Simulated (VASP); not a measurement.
Write the native input for VASP 6.6.1 that does the following.

```yaml
Task: single point
Functional: PBE
Potentials_or_basis: VASP PAW PBE potentials, release 64 (B, N)
Cutoff: 520 eV
k_mesh: 12 × 12 × 4
Occupations: gaussian, width 0.02 eV
Spin: no spin polarisation
Dipole_correction: no
Further_INCAR_settings: ALGO = Normal; EDIFF = 1e-06; NBANDS = 16
```

The structure of BN lies in POSCAR:

```
BN
1.0
    2.4116939125      0.0000000000      0.0000000000
   -1.2058469563      2.1973688295      0.0000000000
    0.0000000000      0.0000000000      8.4265901369
B N
2 2
Direct
    0.3291862915      0.6582475865      0.2500000000
    0.6708137085      0.3417524135      0.7500000000
    0.3392073069      0.6785985441      0.7500000000
    0.6607926931      0.3214014559      0.2500000000
```

This cell differs from its parent crystal: uniaxial strain along a: -4.0 %.

These files were run (other wordings do the same):

INCAR

```
SYSTEM = BN
PREC = Accurate ; ENCUT = 520
EDIFF = 1E-6 ; ISMEAR = 0
SIGMA = 0.02 ; LREAL = .FALSE.
LASPH = .TRUE. ; NELM = 100
ALGO = Normal ; ISIF = 2
LWAVE = .FALSE. ; LCHARG = .TRUE.
GGA = PE ; LELF = .TRUE.
LVHAR = .TRUE. ; NBANDS = 16
```

KPOINTS

```
regular mesh
0
G
  12 12 4
  0 0 0
```

Potentials or basis: VASP PAW PBE potentials, release 64 (B, N).

Launch:

```bash
$ cat potpaw_PBE.64/B/POTCAR potpaw_PBE.64/N/POTCAR > POTCAR
$ mpirun -np 1 vasp_std > vasp.out
```

Results of the run:

```yaml
Pressure: 9.5 GPa
Largest_force: 0.380 eV/Å
Band_gap_on_the_k_mesh: 4.33 eV (least direct gap 4.79 eV)
```

Caveat: the cell differs from its parent crystal (uniaxial strain along a: -4.0 %); the stress differs along the axes, from -1 to 30 GPa.

Wall time 3.3 min on 1 thread of Intel Xeon 8259CL (shared host), peak memory 0.25 GiB.
